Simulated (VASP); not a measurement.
# Mg3Sb2 (P-3m1) in VASP: further runs

Runs on Mg3Sb2. Level: BLYP. Tasks: single point.

All numbers are computed with VASP 6.6.1; they aren't measurements. Logs are shortened: lines on timing, memory, paths and dates and some standing lists are left out, and cuts for length are marked.

## Step 1: The cell of the first run

Symmetry: P-3m1, No. 164, trigonal system. The conventional cell has a = 4.590 Å, b = 4.590 Å, c = 7.311 Å, α = 90.00°, β = 90.00°, γ = 120.00°. Within 3.7 Å of Sb (site symmetry 3m) lie 7 Mg at 2.84 to 3.14 Å. Mg (site symmetry -3m) has 6 Sb at 3.14 Å and 6 Mg at 3.77 Å within 4.1 Å. Within 3.8 Å of Mg (site symmetry 3m) lie 4 Sb at 2.84 to 2.95 Å and 6 Mg at 3.28 to 3.77 Å.

## Step 2: Single point, BLYP (26.67 Å³/atom)

Contents of INCAR:

```
  PREC = Accurate
  ENCUT = 600
  EDIFF = 1E-6
  ISMEAR = 0
  SIGMA = 0.05
  LREAL = False
  LASPH = True
  NELM = 120
  ALGO = Normal
  ISIF = 2
  LWAVE = False
  LCHARG = False
  GGA = B5
  ALDAX = 1.0
  AGGAX = 1.0
  AGGAC = 1.0
  ALDAC = 0.0
  NBANDS = 16
  GGA_COMPAT = False
```

Contents of KPOINTS:

```
Automatic mesh
0
Gamma
  6 6 4
```

Contents of POSCAR:

```
Mg3Sb2
1.0
    4.5896596108      0.0000000000      0.0000000000
   -2.2948298054      3.9747618177      0.0000000000
    0.0000000000      0.0000000000      7.3106585916
Sb Mg
2 3
Direct
    0.3333333333      0.6666666667      0.2293718169
    0.6666666667      0.3333333333      0.7706281831
    0.0000000000      0.0000000000      0.0000000000
    0.3333333333      0.6666666667      0.6324603031
    0.6666666667      0.3333333333      0.3675396969
```

Potentials or basis: VASP PAW PBE potentials, release 64 (Sb, Mg).

On the command line:

```sh
$ cat potpaw_PBE.64/Sb/POTCAR potpaw_PBE.64/Mg/POTCAR > POTCAR
$ mpirun -np 1 vasp_std > vasp.out
```

OUTCAR:

```text
PREC = Accurate
   ENCUT = 600
   EDIFF = 1E-6
   ISMEAR = 0
   LREAL = False
   LASPH = True
   NELM = 120
   ISIF = 2
   GGA = B5

 ion  position               nearest neighbor table
   1  0.333  0.667  0.229-   5 2.84   5 2.84   5 2.84   4 2.95   3 3.14   3 3.14   3 3.14
   2  0.667  0.333  0.771-   4 2.84   4 2.84   4 2.84   5 2.95   3 3.14   3 3.14   3 3.14
   3  0.000  0.000  0.000-   1 3.14   2 3.14   2 3.14   1 3.14   2 3.14   1 3.14
   4  0.333  0.667  0.632-   2 2.84   2 2.84   2 2.84   1 2.95   5 3.28   5 3.28   5 3.28
   5  0.667  0.333  0.368-   1 2.84   1 2.84   1 2.84   2 2.95   4 3.28   4 3.28   4 3.28

  LATTYP: Found a hexagonal cell.
 ALAT       =     4.5896596108
 C/A-ratio  =     1.5928542009

  Lattice vectors:

 A1 = (   4.5896596108,   0.0000000000,   0.0000000000)
 A2 = (  -2.2948298054,   3.9747618177,   0.0000000000)
 A3 = (   0.0000000000,   0.0000000000,   7.3106585916)

Analysis of symmetry for initial positions (statically):
=====================================================================
 Subroutine PRICEL returns:
 Original cell was already a primitive cell.

 Routine SETGRP: Setting up the symmetry group for a
 hexagonal supercell.

 Subroutine GETGRP returns: Found 12 space group operations
 (whereof 12 operations were pure point group operations)
 out of a pool of 24 trial point group operations.

The static configuration has the point symmetry D_3d.

Analysis of symmetry for dynamics (positions and initial velocities):
=====================================================================
 Subroutine PRICEL returns:
 Original cell was already a primitive cell.

 Routine SETGRP: Setting up the symmetry group for a
 hexagonal supercell.

 Subroutine GETGRP returns: Found 12 space group operations
 (whereof 12 operations were pure point group operations)
 out of a pool of 24 trial point group operations.

The dynamic configuration has the point symmetry D_3d.

 Subroutine INISYM returns: Found 12 space group operations
 (whereof 12 operations are pure point group operations),
 and found     1 'primitive' translations

----------------------------------------------------------------------------------------

                                     Primitive cell

  volume of cell :     133.3669

  direct lattice vectors                    reciprocal lattice vectors
     4.589659611  0.000000000  0.000000000     0.217881082  0.125793701  0.000000000
    -2.294829805  3.974761818  0.000000000     0.000000000  0.251587402  0.000000000
     0.000000000  0.000000000  7.310658592     0.000000000  0.000000000  0.136786582

  length of vectors
     4.589659611  4.589659611  7.310658592     0.251587402  0.251587402  0.136786582

  position of ions in fractional coordinates (direct lattice)
     0.333333333  0.666666667  0.229371817
     0.666666667  0.333333333  0.770628183
     0.000000000  0.000000000  0.000000000
     0.333333333  0.666666667  0.632460303
     0.666666667  0.333333333  0.367539697

  ion indices of the primitive-cell ions
   primitive index   ion index
                 1           1
                 2           2
                 3           3
                 4           4
                 5           5

----------------------------------------------------------------------------------------

 KPOINTS: Automatic mesh

Automatic generation of k-mesh.
 Grid dimensions read from file:
 generate k-points for:    6    6    4

 Generating k-lattice:

  Cartesian coordinates                     Fractional coordinates (reciprocal lattice)
     0.036313514  0.020965617  0.000000000     0.166666667 -0.000000000  0.000000000
     0.000000000  0.041931234  0.000000000     0.000000000  0.166666667  0.000000000
     0.000000000  0.000000000  0.034196645     0.000000000  0.000000000  0.250000000

  Length of vectors
     0.041931234  0.041931234  0.034196645

  Shift w.r.t. Gamma in fractional coordinates (k-lattice)
     0.000000000  0.000000000  0.000000000

 Subroutine IBZKPT returns following result:
 ===========================================

 Found     24 irreducible k-points:

 Following reciprocal coordinates:
            Coordinates               Weight
  0.000000  0.000000  0.000000      1.000000
  0.166667 -0.000000  0.000000      6.000000
  0.333333  0.000000  0.000000      6.000000
  0.500000  0.000000  0.000000      3.000000
  0.166667  0.166667  0.000000      6.000000
  0.333333  0.166667  0.000000     12.000000
[... 16 lines left out ...]
  0.333333  0.166667  0.500000     12.000000
  0.333333  0.333333  0.500000      2.000000
   k-points           NKPTS =     24   k-points in BZ     NKDIM =     24   number of bands    NBANDS=     16
   number of dos      NEDOS =    301   number of ions     NIONS =      5
   total plane-waves  NPLWV =  96000
   dimension x,y,z NGX =    40 NGY =   40 NGZ =   60
   dimension x,y,z NGXF=    80 NGYF=   80 NGZF=  120
   ions per type =               2   3
   NGX,Y,Z   is equivalent  to a cutoff of  14.49, 14.49, 13.64 a.u.
   NGXF,Y,Z  is equivalent  to a cutoff of  28.98, 28.98, 27.29 a.u.
 SYSTEM =  unknown system
   PREC   = accura    normal or accurate (medium, high low for compatibility)
   ISTART =      0    job   : 0-new  1-cont  2-samecut
   ICHARG =      2    charge: 1-file 2-atom 10-const
   ISPIN  =      1    spin polarized calculation?
   LNONCOLLINEAR =      F non collinear calculations
   LSORBIT =      F    spin-orbit coupling
   LASPH  =      T    aspherical Exc in radial PAW
   ENCUT  =  600.0 eV  44.10 Ry    6.64 a.u.   9.17  9.17 14.60*2*pi/ulx,y,z
   NELM   =    120;   NELMIN=  2; NELMDL= -5     # of ELM steps
   EDIFF  = 0.1E-05   stopping-criterion for ELM
   LREAL  =      F    real-space projection
   EDIFFG = 0.1E-04   stopping-criterion for IOM
   NSW    =      0    number of steps for IOM
   IBRION =     -1    ionic relax: 0-MD 1-quasi-New 2-CG
   NFREE  =      0    steps in history (QN), initial steepest desc. (CG)
   ISIF   =      2    stress and relaxation
   ISYM   =      2    0-nonsym 1-usesym 2-fastsym
   POTIM  = 0.5000    time-step for ionic-motion
   TEBEG  =    0.0;   TEEND  =   0.0 temperature during run
   PSTRESS=    0.0 pullay stress
   NELECT =      16.0000    total number of electrons
   NUPDOWN=      -1.0000    fix difference up-down
   EMIN   =  10.00;   EMAX   =-10.00  energy-range for DOS
   EFERMI =   0.00;   METHOD = LEGACY
   ISMEAR =     0;   SIGMA  =   0.05  broadening in eV -4-tet -1-fermi 0-gaus
   EFERMI_NEDOS =   21; number of points for ismear=-14 and -15
   IALGO  =     38    algorithm
   IMIX   =      4    mixing-type and parameters
     AMIX     =   0.40;   BMIX     =  1.00
     AMIX_MAG =   1.60;   BMIX_MAG =  1.00
  volume/ion in A,a.u.               =      26.67       180.00
  Fermi-wavevector in a.u.,A,eV,Ry     =   0.807419  1.525800  8.869977  0.651925
  Thomas-Fermi vector in A             =   1.916034
   LORBIT       =      0    0 simple, 1 ext, 2 COOP (PROOUT), +10 PAW based schemes
   GGA     = B5    functional components
   LHFCALC =     F    Hartree Fock is set to
   AEXX    =    0.0000 exact exchange contribution
   IVDW    =     0    specifies the selected vdW correction
   LEPSILON=     F    determine dielectric tensor
   LRPA    =     F    only Hartree local field effects (RPA)
 non-spin polarized calculation
 Gauss-broadening in eV      SIGMA  =   0.05
  energy-cutoff  :      600.00
  volume of cell :      133.37
 maximum number of plane-waves:      4486
 NGX is ok and might be reduce to    40
   NGX = 19   NGY = 19   NGZ = 29

 number of electron      16.0000000 magnetization

 Free energy of the ion-electron system (eV)
  ---------------------------------------------------
  ext. energy  EPLUGINS =         0.00000000
  ---------------------------------------------------
  free energy    TOTEN  =       -11.42874304 eV

  energy without entropy =      -11.42874304  energy(sigma->0) =      -11.42874304

 E-fermi :   4.8905     XC(G=0):  -8.1214

 val. band max:        4.6981952408   @ k =   0.0000   0.0000   0.0000
 cond. band min:       5.0975104573   @ k =   0.0000   0.3333   0.2500
 fundamental gap:      0.3993152165
 Fermi energy:         4.8904980645

 k-point     1 :       0.0000    0.0000    0.0000
  band No.  band energies     occupation
      1      -5.4255      2.00000
      2      -4.2781      2.00000
      3      -0.0057      2.00000
      4       3.7150      2.00000
      5       3.7150      2.00000
      6       4.3716      2.00000
[... 8 lines left out ...]
     15       8.9190      0.00000
     16       9.7370      0.00000

 k-point     2 :       0.1667   -0.0000    0.0000
  band No.  band energies     occupation
      1      -5.2443      2.00000
      2      -4.1751      2.00000
      3       0.2282      2.00000
      4       2.3820      2.00000
      5       3.1114      2.00000
      6       3.2972      2.00000
[... 8 lines left out ...]
     15       8.9943      0.00000
     16       9.4228      0.00000

 k-point     3 :       0.3333    0.0000    0.0000
  band No.  band energies     occupation
      1      -4.7727      2.00000
      2      -3.9935      2.00000
      3       0.7372      2.00000
      4       1.0136      2.00000
      5       1.7050      2.00000
      6       2.7729      2.00000
[... 8 lines left out ...]
     15      10.3677      0.00000
     16      10.4439      0.00000

 k-point     4 :       0.5000    0.0000    0.0000
  band No.  band energies     occupation
      1      -4.3872      2.00000
      2      -3.9988      2.00000
      3       0.2374      2.00000
      4       1.0858      2.00000
      5       1.6646      2.00000
      6       2.5731      2.00000
[... 8 lines left out ...]
     15      10.5289      0.00000
     16      11.3053      0.00000

 k-point     5 :       0.1667    0.1667    0.0000
  band No.  band energies     occupation
      1      -4.9142      2.00000
      2      -4.0285      2.00000
      3       0.6737      2.00000
      4       1.5515      2.00000
      5       1.6734      2.00000
      6       2.8722      2.00000
[... 8 lines left out ...]
     15       9.6955      0.00000
     16      10.4379      0.00000

 k-point     6 :       0.3333    0.1667    0.0000
  band No.  band energies     occupation
      1      -4.4245      2.00000
      2      -3.9637      2.00000
      3       0.5298      2.00000
      4       1.2259      2.00000
      5       1.5047      2.00000
      6       1.9785      2.00000
[... 8 lines left out ...]
     15      10.3323      0.00000
     16      10.9888      0.00000
[... 267 lines left out ...]
 k-point    21 :       0.5000    0.0000    0.5000
  band No.  band energies     occupation
      1      -4.1865      2.00000
      2      -4.1825      2.00000
      3       0.0009      2.00000
      4       0.3460      2.00000
      5       3.0216      2.00000
      6       3.1184      2.00000
[... 8 lines left out ...]
     15      10.5769      0.00000
     16      10.6930      0.00000

 k-point    22 :       0.1667    0.1667    0.5000
  band No.  band energies     occupation
      1      -4.5663      2.00000
      2      -4.4849      2.00000
      3       1.0627      2.00000
      4       1.1744      2.00000
      5       2.7244      2.00000
      6       2.7758      2.00000
[... 8 lines left out ...]
     15       9.2836      0.00000
     16      10.0474      0.00000

 k-point    23 :       0.3333    0.1667    0.5000
  band No.  band energies     occupation
      1      -4.2082      2.00000
      2      -4.1785      2.00000
      3       0.3142      2.00000
      4       0.5676      2.00000
      5       1.9267      2.00000
      6       2.2894      2.00000
[... 8 lines left out ...]
     15      10.4574      0.00000
     16      10.5901      0.00000

 k-point    24 :       0.3333    0.3333    0.5000
  band No.  band energies     occupation
      1      -4.0704      2.00000
      2      -4.0704      2.00000
      3       0.6055      2.00000
      4       0.6055      2.00000
      5       0.9184      2.00000
      6       1.5859      2.00000
[... 8 lines left out ...]
     15      10.0113      0.00000
     16      10.5007      0.00000

------------------------ aborting loop because EDIFF is reached ----------------------------------------

  FORCE on cell =-STRESS in cart. coord.  units (eV):
  Direction    XX          YY          ZZ          XY          YZ          ZX
  --------------------------------------------------------------------------------------
  -------------------------------------------------------------------------------------
  Total        1.5587449      1.5587449      1.5312640     -0.0000000      0.0000000      0.0000000
  in kB       18.7256774     18.7256774     18.3955408     -0.0000000      0.0000000      0.0000000
  external PRESSURE =      18.6156318 kB  Pullay stress =       0.0000000 kB

 VOLUME and BASIS-vectors are now :
 -----------------------------------------------------------------------------
  energy-cutoff  :      600.00
  volume of cell :      133.37
      direct lattice vectors                 reciprocal lattice vectors
     4.589659611  0.000000000  0.000000000     0.217881082  0.125793701  0.000000000
    -2.294829805  3.974761818  0.000000000     0.000000000  0.251587402  0.000000000
     0.000000000  0.000000000  7.310658592     0.000000000  0.000000000  0.136786582

 POSITION                                       TOTAL-FORCE (eV/Angst)
 -----------------------------------------------------------------------------------
     -0.00000      2.64984      1.67686         0.000000      0.000000     -0.023512
      2.29483      1.32492      5.63380        -0.000000     -0.000000      0.023512
      0.00000      0.00000      0.00000         0.000000      0.000000      0.000000
     -0.00000      2.64984      4.62370        -0.000000      0.000000     -0.010547
      2.29483      1.32492      2.68696         0.000000     -0.000000      0.010547
 -----------------------------------------------------------------------------------
    total drift:                               -0.000000      0.000000      0.000000

  FREE ENERGIE OF THE ION-ELECTRON SYSTEM (eV)
  ---------------------------------------------------
  free  energy   TOTEN  =       -11.4287430377 eV

  energy  without entropy=      -11.4287430375  energy(sigma->0) =      -11.42874304
```

Wall time 62 s (1 thread of AMD EPYC 9R45 (Zen 5), shared host); peak memory 0.28 GiB.

What came out:

| Quantity | Value |
| --- | --- |
| Free energy | -11.4287 eV |
| Pressure | 1.9 GPa |
| Largest force | 0.024 eV/Å |
| Band gap on the k mesh | 0.40 eV (least direct gap 1.17 eV) |

Forces in eV/Å, atoms in the order of the input:
```
Sb   0.000  0.000 -0.024
Sb   0.000  0.000  0.024
Mg   0.000  0.000  0.000
Mg   0.000  0.000 -0.011
Mg   0.000  0.000  0.011
```

Caveat: semilocal functionals underestimate gaps, and a narrow one can read as zero; the PAW data sets were made with another functional, which shifts forces and pressure a little; spin-orbit coupling is left out, which moves the levels of the heavy elements.

## Step 3: Single point, BLYP (27.23 Å³/atom)

This run uses another cell than the first one, of 27.23 Å³/atom.

Contents of INCAR:

```
  PREC = Accurate
  ENCUT = 600
  EDIFF = 1E-6
  ISMEAR = 0
  SIGMA = 0.05
  LREAL = F
  LASPH = T
  NELM = 120
  ALGO = Normal
  ISIF = 2
  LWAVE = F
  LCHARG = T
  GGA = B5
  ALDAX = 1.0
  AGGAX = 1.0
  AGGAC = 1.0
  ALDAC = 0.0
  LELF = T
  LVHAR = T
  NBANDS = 16
  GGA_COMPAT = F
```

KPOINTS is that of step 2.

Contents of POSCAR:

```
Mg3Sb2
1.0
    4.6192729096      0.0000000000      0.0000000000
   -2.3096364548      4.0004076867      0.0000000000
    0.0000000000      0.0000000000      7.3675833501
Sb Mg
2 3
Direct
    0.3333333333      0.6666666667      0.2305452044
    0.6666666667      0.3333333333      0.7694547956
    0.0000000000      0.0000000000      0.0000000000
    0.3333333333      0.6666666667      0.6326613638
    0.6666666667      0.3333333333      0.3673386362
```

Potentials or basis: VASP PAW PBE potentials, release 64 (Sb, Mg).

On the command line:

```sh
$ cat potpaw_PBE.64/Sb/POTCAR potpaw_PBE.64/Mg/POTCAR > POTCAR
$ mpirun -np 1 vasp_std > vasp.out
```

Run time: 65 s. Hardware: 1 thread of AMD EPYC 9R45 (Zen 5), shared host; peak memory 0.28 GiB.

The run converged. Its results:

* Free energy: -11.4530 eV
* Pressure: 1.0 GPa
* Largest force: 0.022 eV/Å
* Band gap on the k mesh: 0.38 eV (least direct gap 1.07 eV)

Forces in eV/Å, atoms in the order of the input:
```
Sb   0.000  0.000 -0.022
Sb   0.000  0.000  0.022
Mg   0.000  0.000  0.000
Mg   0.000  0.000 -0.009
Mg   0.000  0.000  0.009
```

Levels at points of the mesh, in eV from the valence-band top:
| k point | band 6 | band 7 | band 8 | band 9 | band 10 | band 11 |
| --- | --- | --- | --- | --- | --- | --- |
| (0.00, 0.00, 0.00) | -0.31 | -0.31 | 0.00 | 1.07 | 1.41 | 3.26 |
| (0.50, 0.00, 0.00) | -2.06 | -2.02 | -0.79 | 0.59 | 2.12 | 2.35 |
| (0.00, 0.00, 0.50) | -0.69 | -0.58 | -0.58 | 1.89 | 2.05 | 2.93 |
| (0.50, 0.00, 0.50) | -1.55 | -1.49 | -1.37 | 0.43 | 1.64 | 1.85 |

Caveat: semilocal functionals underestimate gaps, and a narrow one can read as zero; the PAW data sets were made with another functional, which shifts forces and pressure a little; spin-orbit coupling is left out, which moves the levels of the heavy elements.

(Part 1 of 3 ends here.)
